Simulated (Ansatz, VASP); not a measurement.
Two plane-wave programs on BiSbS4

```
Sb Bi S
1.0
     3.70690    0.00000    0.00000
    -1.85345    3.21027    0.00000
     0.00000    0.00000   14.03266
Sb Bi S
1 1 4
Direct
  0.00000 0.00000 0.00000
  0.00000 0.00000 0.50000
  0.33333 0.66667 0.87803
  0.33333 0.66667 0.37132
  0.66667 0.33333 0.62868
  0.66667 0.33333 0.12197
```

Change from the starting cell: species swapped into the ZrTaTe4 type (P-3m1, No. 164).

Alike in both runs: task relaxation of cell and atoms; functional PBE; k mesh 4 × 4 × 1; occupations gaussian, width 0.15 eV; no spin polarisation.

```csv
,VASP,Ansatz
version,VASP 6.6.1,Ansatz 0.2.0
potentials or method,"VASP PAW PBE potentials, release 64 (Sb, Bi_d, S), cutoff 600 eV","scalar-relativistic, plane waves, PAW"
valence electrons in the cell,44,54
```

|  | VASP | Ansatz | Ansatz less VASP |
| --- | --- | --- | --- |
| gap on the k mesh at the Fermi level, each at its own relaxed structure (eV) | none | none | - |
| relaxed volume (Å³/atom) | 27.56 | 29.22 | +1.663 |
| relaxed cell length with the largest relative difference (Å) | 12.790 | 13.536 | +0.7464 |

A gap of «none» marks a metal or a gap that the smearing closes. One of these differences is far larger than is usual between the two programs; its cause wasn't traced. VASP's potentials hold 44 valence electrons a cell and Ansatz's 54, so a difference there can come from the potentials and not from the codes.

The k mesh is coarse, so the values compare programs but aren't converged. Neither program's run includes spin-orbit coupling.
